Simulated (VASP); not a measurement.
A run of VASP 6.6.1:

File INCAR:

```
SYSTEM = BaZrO3
  ALGO = Normal
  EDIFF = 1E-6
  ENCUT = 910
  GGA_COMPAT = .FALSE.
  ISIF = 2
  ISMEAR = 0
  LASPH = .TRUE.
  LCHARG = .FALSE.
  LREAL = .FALSE.
  LWAVE = .FALSE.
  NBANDS = 28
  NELM = 120
  PREC = Accurate
  SIGMA = 0.05
```

File KPOINTS:

```
k-points
0
G
  6 6 6
  0 0 0
```

Contents of POSCAR:

```
BaZrO3
1.0
    3.8052893064      0.0000000000      0.0000000000
    0.0000000000      4.2615092777      0.0000000000
    0.0000000000      0.0000000000      4.1474542849
Ba Zr O
1 1 3
Direct
    0.5000000000      0.5000000000      0.5000000000
    0.0000000000      0.0000000000      0.0000000000
    0.5000000000      0.0000000000      0.0000000000
    0.0000000000      0.5000000000      0.0000000000
    0.0000000000      0.0000000000      0.5000000000
```

Potentials or basis: VASP PAW LDA potentials, release 64 (Ba_sv, Zr_sv, O_h).

The run is started by

```sh
$ cat potpaw_LDA.64/Ba_sv/POTCAR potpaw_LDA.64/Zr_sv/POTCAR potpaw_LDA.64/O_h/POTCAR > POTCAR
$ mpirun -np 1 vasp_std > vasp.out
```

Hardware: 1 thread of Intel(R) Xeon(R) 6975P-C (Granite Rapids) (shared host).

How long does it take, and how much memory?

Run time: 110 s on 1 thread of Intel(R) Xeon(R) 6975P-C (Granite Rapids) (shared host), peak memory 0.39 GiB. Counts: scf iterations 14, k points 64.
